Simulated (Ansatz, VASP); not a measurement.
**Two plane-wave programs on Cd**

Contents of INCAR:

```
SYSTEM = Cd
PREC     = Accurate       ! precision mode
ENCUT    = 520            ! plane-wave cutoff, eV
EDIFF    = 1E-6           ! SCF threshold, eV
ISMEAR   = 0              ! smearing method
SIGMA    = 0.05           ! smearing width, eV
LREAL    = .False.        ! projectors in reciprocal space
LASPH    = .True.         ! aspherical terms in the spheres
NELM     = 80             ! most SCF steps
ALGO     = Normal         ! electronic algorithm
ISIF     = 2              ! what is computed and relaxed
LWAVE    = .False.        ! write WAVECAR
LCHARG   = .True.         ! write CHGCAR
GGA      = CA             ! functional
LELF     = .True.         ! ELF
LVHAR    = .True.       
NBANDS   = 12             ! bands
```

File KPOINTS:

```
Automatic mesh
0
Gamma
  15 15 15
  0 0 0
```

The input POSCAR:

```
Cd
1.0
    1.5525350759      0.8963565440      2.3647609942
   -1.5525350759      0.8963565440      2.3647609942
    0.0000000000     -1.7927130880      2.3647609942
Cd
1
Direct
    0.0000000000      0.0000000000      0.0000000000
```

Input for Ansatz:

```yaml
crystal:
  lattice:
    - [1.5525350759, 0.896356544, 2.3647609942]
    - [-1.5525350759, 0.896356544, 2.3647609942]
    - [0.0, -1.792713088, 2.3647609942]
  atoms:
    - { symbol: Cd, position: [0.0, 0.0, 0.0] }
basis:
  ecutwfc: 420
  fft_grid_basis: typed
kpoints:
  mp_grid: { grid: [15, 15, 15] }
hamiltonian:
  xc: lda
  pseudopotentials: { kind: paw }
scf:
  occupations: { method: gaussian, width: 0.05 }
output:
  forces: true
  stress: true
  eigenvalues: true
  bader: true
  write_density: true
  volumetric_format: npy
  elf: true
```

Alike in both runs: task single point; functional LDA; k mesh 15 × 15 × 15; occupations gaussian, width 0.05 eV; no spin polarisation.

```csv
,VASP,Ansatz
version,VASP 6.6.1,Ansatz 0.2.0
potentials or method,"VASP PAW LDA potentials, release 64 (Cd), cutoff 520 eV","scalar-relativistic, plane waves, PAW"
valence electrons in the cell,12,20
```

|  | VASP | Ansatz | Ansatz less VASP |
| --- | --- | --- | --- |
| gap on the k mesh at the Fermi level (eV) | none | none | - |
| pressure (GPa) | 1.6 | 0.9 | -0.69 |
| traceless stress, the component that is largest in VASP (GPa) | 0.01 | -0.08 | -0.091 |

LDA's correlation is that of Perdew and Zunger in VASP and of Perdew and Wang (1992) in Ansatz. A gap of «none» marks a metal or a gap that the smearing closes. VASP's potentials hold 12 valence electrons a cell and Ansatz's 20, so a difference there can come from the potentials and not from the codes.
